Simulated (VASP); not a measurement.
Runs of VASP 6.6.1 on Co. The structure is that of space group P6_3/mmc (No. 194), or close to it. The cells are those of the table. 

```csv
task,spin,cell,k mesh,cutoff (eV),smearing,gap on the mesh (eV),pressure (GPa),moment (μB)
relaxation of cell and atoms,off,"relaxed from a = 2.502, b = 2.502, c = 8.171 Å, angles 90.0, 90.0, 120.0°, 4 atoms",14 × 14 × 4,600,fermi-dirac 0.1 eV,-,0.1,-
single point,"collinear, antiferromagnetic start","a = 2.495, b = 2.495, c = 8.082 Å, angles 90.0, 90.0, 120.0°, 4 atoms",14 × 14 × 4,520,fermi-dirac 0.05 eV,none,-8.7,(b)
single point,"collinear, ferromagnetic start","a = 2.495, b = 2.495, c = 8.082 Å, angles 90.0, 90.0, 120.0°, 4 atoms",14 × 14 × 4,520,fermi-dirac 0.05 eV,none,-0.8,(a)
single point,off,"a = 2.513, b = 2.513, c = 8.179 Å, angles 90.0, 90.0, 120.0°, 4 atoms",17 × 17 × 5,520,fermi-dirac 0.1 eV,none,-16.4,-
single point,off,"a = 2.449, b = 2.449, c = 7.972 Å, angles 90.0, 90.0, 120.0°, 4 atoms",19 × 19 × 6,520,fermi-dirac 0.1 eV,none,-0.9,-
```

Alike in all rows: level PBE; potentials or basis VASP PAW PBE potentials, release 64 (Co).

Question: Fill in the values left out.

Answer: (a) 6.52; (b) 0.34.

Caveats: the bands computed are all filled at some k points, so no gap is given (some runs).

A gap of «none» marks levels without a gap at the run's occupations.
